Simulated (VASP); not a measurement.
**AlN: single point with PBEsol**

Crystal: AlN.

```
Al N
1.0
    -3.11356    0.00000    0.00000
    -1.55678   -2.69642    0.00000
    -0.51893   -0.89881    9.66670
Al N
4 4
Direct
  0.33333 0.02247 0.93258
  0.33333 0.19431 0.41706
  0.66667 0.61357 0.15930
  0.66667 0.44173 0.67482
  0.33333 0.30051 0.09846
  0.33333 0.12867 0.61398
  0.66667 0.54793 0.35622
  0.66667 0.37609 0.87173
```

This cell differs from its parent crystal: the part above a cut slid along it.

```
Program                : VASP 6.6.1
Task                   : single point
Functional             : PBEsol
Potentials or basis    : VASP PAW PBE potentials, release 64 (Al, N)
Cutoff                 : 520 eV
k mesh                 : 8 × 8 × 3
Occupations            : gaussian, width 0.05 eV
Spin                   : no spin polarisation
Dipole correction      : no
Further INCAR settings : ALGO = Normal; EDIFF = 1e-06; NBANDS = 26
```

| Item | Value |
| --- | --- |
| Pressure | 4.9 GPa |
| Largest force | 3.181 eV/Å |
| Band gap on the k mesh | 2.70 eV (least direct gap 2.77 eV) |

Forces in eV/Å, atoms in the order of the input:
```
Al   0.316 -1.333 -2.871
Al   0.011  0.017  0.218
Al  -0.493  0.860  2.785
Al  -0.117 -0.020  0.125
N    1.336  0.440  1.770
N   -0.033  0.016 -0.273
N    0.076 -0.013 -0.247
N   -1.096  0.032 -1.506
```

Stress tensor (GPa, compression positive):
```
 1.73 -3.74  4.97
-3.74 -5.85  4.99
 4.97  4.99 18.94
```

Levels at points of the mesh, in eV from the valence-band top:
| k point | band 14 | band 15 | band 16 | band 17 | band 18 | band 19 |
| --- | --- | --- | --- | --- | --- | --- |
| (0.00, 0.00, 0.00) | -0.91 | -0.90 | 0.00 | 2.77 | 4.69 | 5.74 |
| (0.50, 0.00, 0.00) | -1.99 | -1.64 | -1.13 | 2.76 | 4.54 | 4.99 |
| (0.00, 0.50, 0.00) | -2.19 | -1.64 | -0.75 | 3.39 | 4.72 | 4.85 |
| (0.50, 0.50, 0.00) | -2.04 | -1.46 | -0.81 | 3.19 | 4.39 | 4.83 |

Run time: 96 s on 1 thread of AMD EPYC 9R45 (Zen 5), with other jobs on the host, peak memory 0.26 GiB.

Caveat: the cell differs from its parent crystal (the part above a cut slid along it); the stress differs along the axes, from -6 to 19 GPa; the PAW data sets were made with another functional, which shifts forces and pressure a little. A k mesh can miss the band edges.
